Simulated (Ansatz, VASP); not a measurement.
**Nb2SnSe: VASP beside Ansatz**

```
Nb Sn Se
1.0
     3.37678    0.00000    0.00000
     0.00000    3.37678    0.00000
     0.00000    0.00000   14.29177
Nb Sn Se
4 2 2
Direct
  0.50000 0.00000 0.69904
  0.50000 0.00000 0.95238
  0.00000 0.50000 0.04762
  0.00000 0.50000 0.30096
  0.00000 0.50000 0.83256
  0.50000 0.00000 0.16744
  0.00000 0.50000 0.60436
  0.50000 0.00000 0.39564
```

Change from the starting cell: built by hand: Sn-substituted Ta2Se-type layered slab (P4/nmm, No. 129).

Alike in both runs: task relaxation of cell and atoms; functional PBE; k mesh 6 × 6 × 2; occupations gaussian, width 0.1 eV; no spin polarisation.

|  | VASP | Ansatz |
| --- | --- | --- |
| version | VASP 6.6.1 | Ansatz 0.2.0 |
| potentials or method | VASP PAW PBE potentials, release 64 (Nb_sv, Sn_d, Se), cutoff 500 eV | scalar-relativistic, plane waves, PAW |
| valence electrons in the cell | 92 | 112 |

Ansatz gave:

```
gap on the k mesh at the Fermi level, each at its own relaxed structure (eV) : none
relaxed volume (Å³/atom)                                                     : 20.49
relaxed cell length with the largest relative difference (Å)                 : 14.254
```

Problem. What did VASP give for the same quantities?

Solution. gap on the k mesh at the Fermi level, each at its own relaxed structure (eV): none; relaxed volume (Å³/atom): 20.26; relaxed cell length with the largest relative difference (Å): 14.073.

A gap of «none» marks a metal or a gap that the smearing closes. VASP's potentials hold 92 valence electrons a cell and Ansatz's 112, so a difference there can come from the potentials and not from the codes.
